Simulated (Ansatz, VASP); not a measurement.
# GaSe3: VASP beside Ansatz

The input INCAR:

```
SYSTEM = GaSe3
ALGO = Normal
EDIFF = 1E-7
EDIFFG = -0.01
ENCUT = 600
GGA = PE
IBRION = 2
ISIF = 3
ISMEAR = 0
LASPH = .True.
LCHARG = .False.
LREAL = .False.
LWAVE = .False.
NELM = 100
NSW = 100
PREC = Accurate
SIGMA = 0.1
```

Contents of KPOINTS:

```
k-points
0
Gamma
  12 12 12
  0 0 0
```

POSCAR

```
GaSe3
1.0
    0.0000000000      3.4453686116      3.4453686116
    3.4453686116      0.0000000000      3.4453686116
    3.4453686116      3.4453686116      0.0000000000
Ga Se
1 3
Direct
    0.0000000000      0.0000000000      0.0000000000
    0.5000000000      0.5000000000      0.5000000000
    0.2500000000      0.2500000000      0.2500000000
    0.7500000000      0.7500000000      0.7500000000
```

Input for Ansatz:

```yaml
crystal:
  lattice:
    - [0.0, 3.4453686116, 3.4453686116]
    - [3.4453686116, 0.0, 3.4453686116]
    - [3.4453686116, 3.4453686116, 0.0]
  atoms:
    - { symbol: Ga, position: [0.0, 0.0, 0.0] }
    - { symbol: Se, position: [0.5, 0.5, 0.5] }
    - { symbol: Se, position: [0.25, 0.25, 0.25] }
    - { symbol: Se, position: [0.75, 0.75, 0.75] }
basis:
  ecutwfc: 420
kpoints:
  mp_grid: { grid: [12, 12, 12] }
hamiltonian:
  xc: pbe
scf:
  occupations: { method: gaussian, width: 0.1 }
output:
  forces: true
  stress: true
  eigenvalues: true
  write_density: true
  write_potential: true
  elf: true
  volumetric_format: npy
relax:
  adjacent_minimum: "off"
  f_tol: 0.01
  max_steps: 80
  cell: { stress_tol: 0.05 }
```

Alike in both runs: task relaxation of cell and atoms; functional PBE; k mesh 12 × 12 × 12; occupations gaussian, width 0.1 eV; no spin polarisation.

```csv
,VASP,Ansatz
version,VASP 6.6.1,Ansatz 0.2.0
potentials or method,"VASP PAW PBE potentials, release 64 (Ga_d, Se), cutoff 600 eV","scalar-relativistic, plane waves, PAW"
valence electrons in the cell,31,61
```

```tsv
	VASP	Ansatz	Ansatz less VASP
gap on the k mesh at the Fermi level, each at its own relaxed structure (eV)	none	none	-
relaxed volume (Å³/atom)	20.40	20.40	-0.006
relaxed cell length with the largest relative difference (Å)	4.869	4.868	-0.0005
```

A gap of «none» marks a metal or a gap that the smearing closes. VASP's potentials hold 31 valence electrons a cell and Ansatz's 61, so a difference there can come from the potentials and not from the codes.
